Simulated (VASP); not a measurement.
Runs of VASP 6.6.1 on C. The structure is that of space group P6_3/mmc (No. 194), or close to it. The cells are those of the table. 

```csv
task,cell,k mesh,cutoff (eV),gap on the mesh (eV),pressure (GPa)
single point,"a = 1.732, b = 1.732, c = 6.846 Å, angles 90.0, 90.0, 120.0°, 2 atoms",23 × 23 × 6,520,none,-6.2
single point,"a = 1.662, b = 1.662, c = 6.572 Å, angles 90.0, 90.0, 120.0°, 2 atoms",23 × 23 × 6,520,none,15.4
single point,"a = 1.775, b = 1.775, c = 7.017 Å, angles 90.0, 90.0, 120.0°, 2 atoms",23 × 23 × 6,520,none,(a)
single point,"a = 1.709, b = 1.709, c = 6.757 Å, angles 90.0, 90.0, 120.0°, 2 atoms",17 × 17 × 9,520,none,0.1
relaxation of cell and atoms,"relaxed from a = 2.107, b = 2.107, c = 3.441 Å, angles 90.0, 90.0, 120.0°, 2 atoms",17 × 17 × 9,600,none,-0.1
```

Alike in all rows: level PBEsol; potentials or basis VASP PAW PBE potentials, release 64 (C); no spin polarisation; smearing fermi-dirac 0.1 eV.

Task: Estimate the missing entries.

Result: (a) -10.4.

Caveats: the PAW data sets were made with another functional, which shifts forces and pressure a little; this functional lacks dispersion, which binds the layers, so the pressure and a relaxed spacing across them are unreliable (at least some runs); the cell stands under tension (at least some runs); the cell stands under pressure (at least some runs); a cell axis changed by over 15 % at a fixed basis, so the end point is rough (at least some runs).

A gap of «none» marks levels without a gap at the run's occupations.
